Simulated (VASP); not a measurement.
# In2O3 (R-3c) in VASP: further runs

In2O3 is run at these levels: r2SCAN, PBE; tasks: single point.

All numbers are computed with VASP 6.6.1; they aren't measurements. Logs are shortened: lines on timing, memory, paths and dates and some standing lists are left out, and cuts for length are marked.

## (1) The cell of the first run

The structure is trigonal, space group R-3c (No. 167). The conventional cell has a = 5.563 Å, b = 5.563 Å, c = 14.709 Å, α = 90.00°, β = 90.00°, γ = 120.00°. Within 2.8 Å of In (site symmetry 3) lie 6 O at 2.15 to 2.28 Å. Within 3.0 Å of O (site symmetry 2) lie 4 In at 2.15 to 2.28 Å and 4 O at 2.86 to 2.98 Å.

## (2) Single point, r2SCAN (strain +1.0%)

POSCAR

```
In2O3
1.0
    2.7813592499      1.6058185116      4.9028835716
   -2.7813592499      1.6058185116      4.9028835716
    0.0000000000     -3.2116370233      4.9028835716
In O
4 6
Direct
    0.8566860344      0.8566860344      0.8566860344
    0.3566860344      0.3566860344      0.3566860344
    0.1433139656      0.1433139656      0.1433139656
    0.6433139656      0.6433139656      0.6433139656
    0.4531244008      0.0468755992      0.7500000000
    0.0468755992      0.7500000000      0.4531244008
    0.5468755992      0.9531244008      0.2500000000
    0.2500000000      0.5468755992      0.9531244008
    0.9531244008      0.2500000000      0.5468755992
    0.7500000000      0.4531244008      0.0468755992
```

INCAR.step1

```
ALGO = Normal
EDIFF = 1E-4
ENCUT = 520
GGA = PE
ISMEAR = 0
LASPH = T
LCHARG = F
LREAL = F
LWAVE = T
NBANDS = 55
NELM = 80
PREC = Accurate
SIGMA = 0.01
```

INCAR.step2

```
ALGO = Normal
EDIFF = 1E-6
ENCUT = 520
ISIF = 2
ISMEAR = 0
ISTART = 1
LASPH = T
LCHARG = T
LELF = T
LMIXTAU = T
LREAL = F
LVHAR = T
LWAVE = F
METAGGA = R2SCAN
NBANDS = 55
NELM = 80
PREC = Accurate
SIGMA = 0.01
```

KPOINTS

```
k-points
0
Gamma
  6 6 6
```

Potentials or basis: VASP PAW PBE potentials, release 64 (In_d, O).

On the command line:

```sh
$ cat potpaw_PBE.64/In_d/POTCAR potpaw_PBE.64/O/POTCAR > POTCAR
$ cp INCAR.step1 INCAR
$ mpirun -np 1 vasp_std > vasp.out
$ cp INCAR.step2 INCAR
$ mpirun -np 1 vasp_std > vasp.out
```

OUTCAR:

```text
EDIFF = 1E-6
   ENCUT = 520
   ISIF = 2
   ISMEAR = 0
   ISTART = 1
   LASPH = T
   LREAL = F
   METAGGA = R2SCAN
   NELM = 80
   PREC = Accurate

 ion  position               nearest neighbor table
   1  0.857  0.857  0.857-   9 2.15   7 2.15   8 2.15  10 2.28   5 2.28   6 2.28   4 3.14   3 3.28
                             3 3.28   3 3.28   4 3.66   4 3.66   4 3.66
   2  0.357  0.357  0.357-  10 2.15   5 2.15   6 2.15   9 2.28   7 2.28   8 2.28   3 3.14   4 3.28
                             4 3.28   4 3.28   3 3.66   3 3.66   3 3.66
   3  0.143  0.143  0.143-   6 2.15   5 2.15  10 2.15   8 2.28   7 2.28   9 2.28   2 3.14   1 3.28
                             1 3.28   1 3.28   2 3.66   2 3.66   2 3.66
   4  0.643  0.643  0.643-   8 2.15   7 2.15   9 2.15   6 2.28   5 2.28  10 2.28   1 3.14   2 3.28
                             2 3.28   2 3.28   1 3.66   1 3.66   1 3.66
   5  0.453  0.047  0.750-   2 2.15   3 2.15   1 2.28   4 2.28
   6  0.047  0.750  0.453-   3 2.15   2 2.15   4 2.28   1 2.28
   7  0.547  0.953  0.250-   1 2.15   4 2.15   3 2.28   2 2.28
   8  0.250  0.547  0.953-   4 2.15   1 2.15   3 2.28   2 2.28
   9  0.953  0.250  0.547-   1 2.15   4 2.15   2 2.28   3 2.28
  10  0.750  0.453  0.047-   2 2.15   3 2.15   1 2.28   4 2.28

  LATTYP: Found a trigonal (rhomboedric) cell.
 ALAT       =     5.8611329695
 COS(alpha) =     0.5496180031

  Lattice vectors:

 A1 = (   2.7813592499,   1.6058185116,   4.9028835716)
 A2 = (  -2.7813592499,   1.6058185116,   4.9028835716)
 A3 = (   0.0000000000,  -3.2116370233,   4.9028835716)

Analysis of symmetry for initial positions (statically):
=====================================================================
 Subroutine PRICEL returns:
 Original cell was already a primitive cell.

 Routine SETGRP: Setting up the symmetry group for a
 trigonal (rhombohedral) supercell.

 Subroutine GETGRP returns: Found 12 space group operations
 (whereof  6 operations were pure point group operations)
 out of a pool of 12 trial point group operations.

The static configuration has the point symmetry S_6 .
 The point group associated with its full space group is D_3d.

Analysis of symmetry for dynamics (positions and initial velocities):
=====================================================================
 Subroutine PRICEL returns:
 Original cell was already a primitive cell.

[... 131 lines left out ...]
   ISYM   =      2    0-nonsym 1-usesym 2-fastsym
   POTIM  = 0.5000    time-step for ionic-motion
   TEBEG  =    0.0;   TEEND  =   0.0 temperature during run
   PSTRESS=    0.0 pullay stress
   NELECT =      88.0000    total number of electrons
   NUPDOWN=      -1.0000    fix difference up-down
   EMIN   =  10.00;   EMAX   =-10.00  energy-range for DOS
   EFERMI =   0.00;   METHOD = LEGACY
   ISMEAR =     0;   SIGMA  =   0.01  broadening in eV -4-tet -1-fermi 0-gaus
   EFERMI_NEDOS =   21; number of points for ismear=-14 and -15
   IALGO  =     38    algorithm
   IMIX   =      4    mixing-type and parameters
     AMIX     =   0.40;   BMIX     =  1.00
     AMIX_MAG =   1.60;   BMIX_MAG =  1.00
  volume/ion in A,a.u.               =      13.14        88.67
  Fermi-wavevector in a.u.,A,eV,Ry     =   1.432354  2.706756 27.914216  2.051637
  Thomas-Fermi vector in A             =   2.551990
   LORBIT       =      0    0 simple, 1 ext, 2 COOP (PROOUT), +10 PAW based schemes
   METAGGA = R2SCAN    functional components
   LHFCALC =     F    Hartree Fock is set to
   AEXX    =    0.0000 exact exchange contribution
   IVDW    =     0    specifies the selected vdW correction
   LEPSILON=     F    determine dielectric tensor
   LRPA    =     F    only Hartree local field effects (RPA)
 non-spin polarized calculation
 Gauss-broadening in eV      SIGMA  =   0.01
  energy-cutoff  :      520.00
  volume of cell :      131.39
 maximum number of plane-waves:      3573
 NGX is ok and might be reduce to    48
   NGX = 21   NGY = 21   NGZ = 21

 number of electron      88.0000009 magnetization

 Free energy of the ion-electron system (eV)
  ---------------------------------------------------
  ext. energy  EPLUGINS =         0.00000000
  ---------------------------------------------------
  free energy    TOTEN  =      -144.42862724 eV

  energy without entropy =     -144.42862724  energy(sigma->0) =     -144.42862724

 E-fermi :   4.8801     XC(G=0): -11.7037

 val. band max:        4.7685452277   @ k =  -0.1667   0.1667   0.0000
 cond. band min:       6.3715226667   @ k =   0.0000   0.0000   0.0000
 fundamental gap:      1.6029774390
 Fermi energy:         4.8801200700

 k-point     1 :       0.0000    0.0000    0.0000
  band No.  band energies     occupation
      1     -13.5445      2.00000
      2     -12.7387      2.00000
      3     -12.7387      2.00000
      4     -12.5560      2.00000
      5     -12.5560      2.00000
      6     -12.4785      2.00000
[... 1381 lines left out ...]
     54      15.9510      0.00000
     55      16.6370      0.00000

 [... further k-points ...]

------------------------ aborting loop because EDIFF is reached ----------------------------------------

  FORCE on cell =-STRESS in cart. coord.  units (eV):
  Direction    XX          YY          ZZ          XY          YZ          ZX
  --------------------------------------------------------------------------------------
  -------------------------------------------------------------------------------------
  Total       -3.5667905     -3.5667905     -2.8545155     -0.0000000      0.0000000      0.0000000
  in kB      -43.4942465    -43.4942465    -34.8086040     -0.0000000      0.0000000      0.0000000
  external PRESSURE =     -40.5990323 kB  Pullay stress =       0.0000000 kB

 VOLUME and BASIS-vectors are now :
 -----------------------------------------------------------------------------
  energy-cutoff  :      520.00
  volume of cell :      131.39
      direct lattice vectors                 reciprocal lattice vectors
     2.781359250  1.605818512  4.902883572     0.179768219  0.103789230  0.067987202
    -2.781359250  1.605818512  4.902883572    -0.179768219  0.103789230  0.067987202
     0.000000000 -3.211637023  4.902883572     0.000000000 -0.207578460  0.067987202

 POSITION                                       TOTAL-FORCE (eV/Angst)
 -----------------------------------------------------------------------------------
      0.00000     -0.00000     12.60070         0.000000     -0.000000      0.020125
      0.00000     -0.00000      5.24637         0.000000     -0.000000      0.020125
      0.00000     -0.00000      2.10796         0.000000      0.000000     -0.020125
      0.00000     -0.00000      9.46228         0.000000      0.000000     -0.020125
      1.12992     -1.60582      6.12860        -0.004305      0.000000      0.000000
     -1.95564     -0.17563      6.12860         0.002153      0.003728      0.000000
     -1.12992      1.60582      8.58005         0.004305      0.000000      0.000000
     -0.82572     -1.78145      8.58005        -0.002153      0.003728      0.000000
      1.95564      0.17563      8.58005        -0.002153     -0.003728      0.000000
      0.82572      1.78145      6.12860         0.002153     -0.003728      0.000000
 -----------------------------------------------------------------------------------
    total drift:                               -0.000000      0.000000      0.000000

  FREE ENERGIE OF THE ION-ELECTRON SYSTEM (eV)
  ---------------------------------------------------
  free  energy   TOTEN  =      -144.4286272399 eV

  energy  without entropy=     -144.4286272399  energy(sigma->0) =     -144.42862724
```

Wall time 37 min (1 thread of Intel Xeon Platinum 8259CL at 2.50GHz (Skylake/Cascade Lake), shared host); peak memory 0.46 GiB.

What came out:

```
Free energy            : -144.4286 eV
Pressure               : -4.1 GPa
Largest force          : 0.020 eV/Å
Band gap on the k mesh : 1.60 eV (least direct gap 1.66 eV)
```

Forces in eV/Å, atoms in the order of the input:
```
In   0.000  0.000  0.020
In   0.000  0.000  0.020
In   0.000  0.000 -0.020
In   0.000  0.000 -0.020
O   -0.004  0.000  0.000
O    0.002  0.004  0.000
O    0.004  0.000  0.000
O   -0.002  0.004  0.000
O   -0.002 -0.004  0.000
O    0.002 -0.004  0.000
```

Caveat: the cell differs from its parent crystal (strain +1.0%); the cell stands under tension; the PAW data sets were made with another functional, which shifts forces and pressure a little; spin-orbit coupling is left out, which moves the levels of the heavy elements.

(Continued in part 2 of 2.)
